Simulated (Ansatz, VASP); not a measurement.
LaPPd3: VASP beside Ansatz

The input INCAR:

```
ALGO = Normal
EDIFF = 1E-6
ENCUT = 520
GGA = PE
ISIF = 2
ISMEAR = 0
LASPH = True
LCHARG = False
LREAL = Auto
LWAVE = False
NBANDS = 108
NELM = 100
PREC = Accurate
SIGMA = 0.1
```

File KPOINTS:

```
k-points
0
Gamma
  4 4 4
```

The input POSCAR:

```
LaPPd3
1.0
   -4.5158500000      4.5158500000      4.5158500000
    4.5158500000     -4.5158500000      4.5158500000
    4.5158500000      4.5158500000     -4.5158500000
La Pd P
4 12 4
Direct
    0.0000000000      0.0000000000      0.0000000000
    0.0000000000      0.5000000000      0.5000000000
    0.5000000000      0.0000000000      0.5000000000
    0.5000000000      0.5000000000      0.0000000000
    0.3166000000      0.3166000000      0.5388000000
    0.6834000000      0.2222000000      0.0000000000
    0.7778000000      0.7778000000      0.4612000000
    0.2222000000      0.6834000000      0.0000000000
    0.5388000000      0.3166000000      0.3166000000
    1.0000000000      0.6834000000      0.2222000000
    0.4612000000      0.7778000000      0.7778000000
    0.0000000000      0.2222000000      0.6834000000
    0.3166000000      0.5388000000      0.3166000000
    0.2222000000      0.0000000000      0.6834000000
    0.7778000000      0.4612000000      0.7778000000
    0.6834000000      1.0000000000      0.2222000000
    0.6130000000      0.6130000000      0.6130000000
    0.3870000000      0.0000000000      0.0000000000
    0.0000000000      0.0000000000      0.3870000000
    0.0000000000      0.3870000000      0.0000000000
```

Input for Ansatz:

```yaml
crystal:
  lattice:
    - [-4.51585, 4.51585, 4.51585]
    - [4.51585, -4.51585, 4.51585]
    - [4.51585, 4.51585, -4.51585]
  atoms:
    - { symbol: La, position: [0.0, 0.0, 0.0] }
    - { symbol: La, position: [0.0, 0.5, 0.5] }
    - { symbol: La, position: [0.5, 0.0, 0.5] }
    - { symbol: La, position: [0.5, 0.5, 0.0] }
    - { symbol: Pd, position: [0.3166, 0.3166, 0.5388] }
    - { symbol: Pd, position: [0.6834, 0.2222, 0.0] }
    - { symbol: Pd, position: [0.7778, 0.7778, 0.4612] }
    - { symbol: Pd, position: [0.2222, 0.6834, 0.0] }
    - { symbol: Pd, position: [0.5388, 0.3166, 0.3166] }
    - { symbol: Pd, position: [1.0, 0.6834, 0.2222] }
    - { symbol: Pd, position: [0.4612, 0.7778, 0.7778] }
    - { symbol: Pd, position: [0.0, 0.2222, 0.6834] }
    - { symbol: Pd, position: [0.3166, 0.5388, 0.3166] }
    - { symbol: Pd, position: [0.2222, 0.0, 0.6834] }
    - { symbol: Pd, position: [0.7778, 0.4612, 0.7778] }
    - { symbol: Pd, position: [0.6834, 1.0, 0.2222] }
    - { symbol: P, position: [0.613, 0.613, 0.613] }
    - { symbol: P, position: [0.387, 0.0, 0.0] }
    - { symbol: P, position: [0.0, 0.0, 0.387] }
    - { symbol: P, position: [0.0, 0.387, 0.0] }
basis:
  ecutwfc: 420
kpoints:
  mp_grid: { grid: [4, 4, 4] }
hamiltonian:
  xc: pbe
scf:
  occupations: { method: gaussian, width: 0.1 }
output:
  forces: true
  stress: true
  eigenvalues: true
```

Alike in both runs: task single point; functional PBE; k mesh 4 × 4 × 4; occupations gaussian, width 0.1 eV; no spin polarisation.

|  | VASP | Ansatz |
| --- | --- | --- |
| version | VASP 6.6.1 | Ansatz 0.2.0 |
| potentials or method | VASP PAW PBE potentials, release 64 (La, Pd, P), cutoff 520 eV | scalar-relativistic, plane waves, PAW |
| valence electrons in the cell | 184 | 280 |

Ansatz gave:

- gap on the k mesh at the Fermi level (eV): none
- pressure (GPa): 4.1
- rms of the force components (eV/Å): 0.200

What did VASP give for the same quantities?

gap on the k mesh at the Fermi level (eV): none; pressure (GPa): 4.0; rms of the force components (eV/Å): 0.201.

Atom by atom the forces differ by 0.002 eV/Å (rms over components). A gap of «none» marks a metal or a gap that the smearing closes. With one functional, cell and mesh, what is left measures potentials, basis and numerics. VASP's potentials hold 184 valence electrons a cell and Ansatz's 280, so a difference there can come from the potentials and not from the codes.

Spin-orbit coupling is off throughout.
